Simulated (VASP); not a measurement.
# SiO2 (I-42d) in VASP: further runs, part 3 of 3

VASP 6.6.1.

### Step 6. Electric field gradients, PBEsol (14.35 Å³/atom)

This run uses another cell than the first one, of 14.35 Å³/atom.

File INCAR:

```
ALGO     = Normal         # electronic algorithm
EDIFF    = 1E-8           # SCF threshold, eV
ENCUT    = 520            # plane-wave cutoff, eV
GGA      = PS             # functional
ISIF     = 2              # what is computed and relaxed
ISMEAR   = -1             # smearing method
LASPH    = T              # aspherical terms in the spheres
LCHARG   = F              # write CHGCAR
LEFG     = T            
LREAL    = F              # projectors in reciprocal space
LWAVE    = F              # write WAVECAR
NBANDS   = 25             # bands
NELM     = 60             # most SCF steps
PREC     = Accurate       # precision mode
SIGMA    = 0.03           # smearing width, eV
```

File KPOINTS:

```
k-points
0
Gamma
  7 7 7
```

File POSCAR:

```
SiO2
1.0
   -2.3897726436      2.3897726436      3.7687954246
    2.3897726436     -2.3897726436      3.7687954246
    2.3897726436      2.3897726436     -3.7687954246
Si O
2 4
Direct
    0.0000000000      0.0000000000      0.0000000000
    0.7500000000      0.2500000000      0.5000000000
    0.9983800000      0.6250000000      0.8733800000
    0.3750000000      0.2483800000      0.3733800000
    0.7516200000      0.1250000000      0.1266200000
    0.8750000000      0.0016200000      0.6266200000
```

Potentials or basis: VASP PAW PBE potentials, release 64 (Si, O).

On the command line:

```sh
cat potpaw_PBE.64/Si/POTCAR potpaw_PBE.64/O/POTCAR > POTCAR
mpirun -np 1 vasp_std > vasp.out
```

OUTCAR:

```text
EDIFF = 1E-8
   ENCUT = 520
   GGA = PS
   ISIF = 2
   ISMEAR = -1
   LASPH = T
   LREAL = F
   NELM = 60
   PREC = Accurate

 ion  position               nearest neighbor table
   1  0.000  0.000  0.000-   3 1.63   4 1.63   5 1.63   6 1.63   2 3.04   2 3.04   2 3.04   2 3.04

   2  0.750  0.250  0.500-   4 1.63   3 1.63   6 1.63   5 1.63   1 3.04   1 3.04   1 3.04   1 3.04

   3  0.998  0.625  0.873-   1 1.63   2 1.63
   4  0.375  0.248  0.373-   2 1.63   1 1.63
   5  0.752  0.125  0.127-   1 1.63   2 1.63
   6  0.875  0.002  0.627-   2 1.63   1 1.63

  LATTYP: Found a body centered tetragonal cell.
 ALAT       =     4.7795452872
 C/A-ratio  =     1.5770518734

  Lattice vectors:

 A1 = (  -2.3897726436,   2.3897726436,   3.7687954246)
 A2 = (   2.3897726436,  -2.3897726436,   3.7687954246)
 A3 = (   2.3897726436,   2.3897726436,  -3.7687954246)

Analysis of symmetry for initial positions (statically):
=====================================================================
 Subroutine PRICEL returns:
 Original cell was already a primitive cell.

 Routine SETGRP: Setting up the symmetry group for a
 body centered tetragonal supercell.

 Subroutine GETGRP returns: Found  8 space group operations
 (whereof  4 operations were pure point group operations)
 out of a pool of 16 trial point group operations.

The static configuration has the point symmetry S_4 .
 The point group associated with its full space group is D_2d.

Analysis of symmetry for dynamics (positions and initial velocities):
=====================================================================
 Subroutine PRICEL returns:
 Original cell was already a primitive cell.

[... 851 lines left out ...]
  Total       -0.5192275     -0.5192275     -1.6130898      0.0000000     -0.0000000      0.0000000
  in kB       -9.6625676     -9.6625676    -30.0188055      0.0000000     -0.0000000      0.0000000
  external PRESSURE =     -16.4479803 kB  Pullay stress =       0.0000000 kB

 VOLUME and BASIS-vectors are now :
 -----------------------------------------------------------------------------
  energy-cutoff  :      520.00
  volume of cell :       86.09
      direct lattice vectors                 reciprocal lattice vectors
    -2.389772644  2.389772644  3.768795425     0.000000000  0.209224924  0.132668384
     2.389772644 -2.389772644  3.768795425     0.209224924  0.000000000  0.132668384
     2.389772644  2.389772644 -3.768795425     0.209224924  0.209224924  0.000000000

 POSITION                                       TOTAL-FORCE (eV/Angst)
 -----------------------------------------------------------------------------------
      0.00000      0.00000      0.00000        -0.000000      0.000000      0.000000
      0.00000      2.38977      1.88440        -0.000000      0.000000     -0.000000
      1.19489      2.97947      2.82660        -0.000000     -0.222914      0.000000
      0.58970      1.19489      0.94220        -0.222914      0.000000      0.000000
     -1.19489      1.80007      2.82660        -0.000000      0.222914      0.000000
     -0.58970      3.58466      0.94220         0.222914      0.000000      0.000000
 -----------------------------------------------------------------------------------
    total drift:                                0.000002      0.000002      0.000002

  FREE ENERGIE OF THE ION-ELECTRON SYSTEM (eV)
  ---------------------------------------------------
  free  energy   TOTEN  =       -49.2996044257 eV

  energy  without entropy=      -49.2996044257  energy(sigma->0) =      -49.29960443

 Electric field gradients (V/A^2)
---------------------------------------------------------------------
 ion       V_xx      V_yy      V_zz      V_xy      V_xz      V_yz
---------------------------------------------------------------------
   1       2.957     2.956    -5.913    -0.000    -0.000    -0.000
   2       2.956     2.957    -5.913    -0.000    -0.000    -0.000
   3      28.271   -28.489     0.218     0.003    70.953     0.002
   4     -28.489    28.271     0.218     0.003     0.002    70.953
   5      28.272   -28.490     0.218     0.003   -70.947     0.002
   6     -28.490    28.272     0.218     0.003     0.002   -70.947
---------------------------------------------------------------------

 Electric field gradients after diagonalization (V/A^2)
 (convention: |V_zz| > |V_xx| > |V_yy|)
----------------------------------------------------------------------
 ion       V_xx      V_yy      V_zz     asymmetry (V_yy - V_xx)/ V_zz
----------------------------------------------------------------------
   1       2.957     2.956    -5.913       0.000
   2       2.957     2.956    -5.913       0.000
   3     -58.081   -28.489    86.570       0.342
   4     -58.081   -28.489    86.570       0.342
   5     -58.076   -28.490    86.566       0.342
   6     -58.076   -28.490    86.566       0.342
----------------------------------------------------------------------

           NMR quadrupolar parameters

 Cq : quadrupolar parameter    Cq=e*Q*V_zz/h
 eta: asymmetry parameters     (V_yy - V_xx)/ V_zz
 Q  : nuclear electric quadrupole moment in mb (millibarn)
----------------------------------------------------------------------
 ion       Cq(MHz)       eta       Q (mb)
----------------------------------------------------------------------
   1      -0.014       0.000       1.000
   2      -0.014       0.000       1.000
   3       0.209       0.342       1.000
   4       0.209       0.342       1.000
   5       0.209       0.342       1.000
   6       0.209       0.342       1.000
----------------------------------------------------------------------
```

stdout:

```text
POSCAR found type information on POSCAR SiO
 POSCAR found :  2 types and       6 ions
 scaLAPACK will be used
 -----------------------------------------------------------------------------
|                                                                             |
|                                                                             |
|     You enforced a specific xc type in the INCAR file but a different       |
|     I HOPE YOU KNOW WHAT YOU ARE DOING!                                     |
|                                                                             |
 -----------------------------------------------------------------------------

 LDA part: xc-table for (Slater+PW92), standard interpolation
 POSCAR, INCAR and KPOINTS ok, starting setup
 FFT: planning ... GRIDC
 FFT: planning ... GRID_SOFT
 FFT: planning ... GRID
 WAVECAR not read
 entering main loop
ion   1

ion   2

ion   3

ion   4

ion   5

ion   6
```

Wall time 3.8 min (1 thread of Intel Xeon 8259CL, shared host); peak memory 0.26 GiB.

Results:

* Free energy: -49.2996 eV
* Pressure: -1.6 GPa
* Largest force: 0.223 eV/Å
* Band gap on the k mesh: 5.84 eV
* Largest electric field gradient by atom: Si -5.9; O +86.6 V/Å²

Forces in eV/Å, atoms in the order of the input:
```
Si   0.000  0.000  0.000
Si   0.000  0.000  0.000
O    0.000 -0.223  0.000
O   -0.223  0.000  0.000
O    0.000  0.223  0.000
O    0.223  0.000  0.000
```

Stress tensor (GPa, compression positive):
```
-0.97  0.00  0.00
 0.00 -0.97  0.00
 0.00  0.00 -3.00
```

Electric field gradients, principal values (V/Å²):
| atom | least | middle | greatest (by size) |
| --- | --- | --- | --- |
| 1 Si | 2.956 | 2.957 | -5.913 |
| 2 Si | 2.956 | 2.957 | -5.913 |
| 3 O | -28.489 | -58.081 | 86.570 |
| 4 O | -28.489 | -58.081 | 86.570 |
| 5 O | -28.490 | -58.076 | 86.566 |
| 6 O | -28.490 | -58.076 | 86.566 |

Caveat: without QUAD_EFG the Cq values of the log hold for a quadrupole moment of 1 mb, not for the nuclei; the PAW data sets were made with another functional, which shifts forces and pressure a little.

### Step 7. Summary

```tsv
cell	gap on the mesh (eV)	pressure (GPa)	largest force (eV/Å)
a = 4.995 Å, angles 123.7, 123.7, 83.8°, 6 atoms	6.10	5.3	0.30
a = 5.012 Å, angles 123.7, 123.7, 83.8°, 6 atoms	6.04	3.4	0.16
a = 5.046 Å, angles 123.7, 123.7, 83.8°, 6 atoms	5.91	0.0	0.10
a = 5.062 Å, angles 123.7, 123.7, 83.8°, 6 atoms	5.84	-1.6	0.22
```

Alike in all rows: task electric field gradients; level PBEsol; potentials or basis VASP PAW PBE potentials, release 64 (Si, O); no spin polarisation; k mesh 7 × 7 × 7; cutoff (eV) 520; smearing fermi-dirac 0.03 eV.

Caveats: the PAW data sets were made with another functional, which shifts forces and pressure a little; the cell stands under pressure (at least some runs).

Absolute energies hang on the potentials; compare differences alone.
